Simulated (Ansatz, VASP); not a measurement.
## One calculation of Ag, two programs

File INCAR:

```
ALGO     = Normal         # electronic algorithm
EDIFF    = 1E-6           # SCF threshold, eV
ENCUT    = 520            # plane-wave cutoff, eV
ISIF     = 2              # what is computed and relaxed
ISMEAR   = -1             # smearing method
LASPH    = T              # aspherical terms in the spheres
LCHARG   = T              # write CHGCAR
LELF     = T              # ELF
LREAL    = F              # projectors in reciprocal space
LVHAR    = T            
LWAVE    = F              # write WAVECAR
NBANDS   = 30             # bands
NELM     = 100            # most SCF steps
PREC     = Accurate       # precision mode
SIGMA    = 0.08           # smearing width, eV
```

The input KPOINTS:

```
k-points
0
Gamma
  14 14 4
```

The input POSCAR:

```
Ag
1.0
    2.9053133657      0.0000000000      0.0000000000
   -1.4526566828      2.5160751807      0.0000000000
    0.0000000000      0.0000000000     10.0662270956
Ag
4
Direct
    0.3333333333      0.6666666667      0.2500000000
    0.6666666667      0.3333333333      0.7500000000
    0.0000000000      0.0000000000      0.0000000000
    0.0000000000      0.0000000000      0.5000000000
```

Input for Ansatz:

```yaml
crystal:
  lattice:
    - [2.9053133657, 0.0, 0.0]
    - [-1.4526566828, 2.5160751807, 0.0]
    - [0.0, 0.0, 10.0662270956]
  atoms:
    - { symbol: Ag, position: [0.3333333333, 0.6666666667, 0.25] }
    - { symbol: Ag, position: [0.6666666667, 0.3333333333, 0.75] }
    - { symbol: Ag, position: [0.0, 0.0, 0.0] }
    - { symbol: Ag, position: [0.0, 0.0, 0.5] }
kpoints:
  mp_grid: { grid: [14, 14, 4] }
  band_path:
    path:
      - [0.0, 0.0, 0.0]
      - [0.5, 0.0, 0.0]
      - [0.3333333333, 0.3333333333, 0.0]
      - [0.0, 0.0, 0.0]
      - [0.0, 0.0, 0.5]
      - [0.5, 0.0, 0.5]
      - [0.3333333333, 0.3333333333, 0.5]
      - [0.0, 0.0, 0.5]
      - [0.5, 0.0, 0.5]
    npoints: 5
scf:
  occupations: { method: fermi_dirac, width: 0.08 }
hamiltonian:
  xc: lda
  pseudopotentials: { kind: all_electron, lapw: { basis_error: 0.0005 } }
output:
  forces: true
  stress: true
  eigenvalues: true
```

Change from the starting cell: volume scaled by 1.02.

Alike in both runs: task single point; functional LDA; k mesh 14 × 14 × 4; occupations fermi-dirac, width 0.08 eV; no spin polarisation.

|  | VASP | Ansatz |
| --- | --- | --- |
| version | VASP 6.6.1 | Ansatz 0.2.0 |
| potentials or method | VASP PAW LDA potentials, release 64 (Ag), cutoff 520 eV | all-electron LAPW, scalar-relativistic |

```tsv
	VASP	Ansatz	Ansatz less VASP
pressure (GPa)	-12.3	-12.5	-0.16
traceless stress, the component that is largest in VASP (GPa)	-2.18	-2.15	+0.033
```

LDA's correlation is that of Perdew and Zunger in VASP and of Perdew and Wang (1992) in Ansatz. Ansatz ran all-electron here, and VASP with PAW potentials.
